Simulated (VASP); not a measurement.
Ga2O3:

```
Ga O
1.0
     6.06601   -1.50836    0.00000
     6.06601    1.50836    0.00000
    -1.37669    0.00000    5.59222
Ga O
4 6
Direct
  0.34134 0.34134 0.68598
  0.65866 0.65866 0.31402
  0.90950 0.90950 0.20540
  0.09050 0.09050 0.79460
  0.50410 0.50410 0.74340
  0.49590 0.49590 0.25660
  0.82670 0.82670 0.43680
  0.17330 0.17330 0.56320
  0.83550 0.83550 0.89020
  0.16450 0.16450 0.10980
```

Base run:

```yaml
Program: VASP 6.6.1
Functional: revPBE
Potentials_or_basis: VASP PAW PBE potentials, release 64 (Ga_d, O)
Cutoff: 520 eV
k_mesh: 9 × 9 × 5
Occupations: fermi-dirac, width 0.05 eV
Spin: no spin polarisation
```

Its results: band gap on the k mesh 2.69 eV (least direct gap 2.71 eV); pressure 18.3 GPa; largest force 0.411 eV/Å.

Question: The run is repeated on the same cell with these changes: functional from revPBE to LDA; potentials or basis from VASP PAW PBE potentials, release 64 (Ga_d, O) to VASP PAW LDA potentials, release 64 (Ga_d, O). What comes out?

Answer: Band gap on the k mesh 2.53 eV (least direct gap 2.54 eV); pressure 2.0 GPa; largest force 0.197 eV/Å.

Caveats: the cell stands under pressure (at least some runs); the PAW data sets were made with another functional, which shifts forces and pressure a little (at least some runs).

A k mesh can miss the band edges.
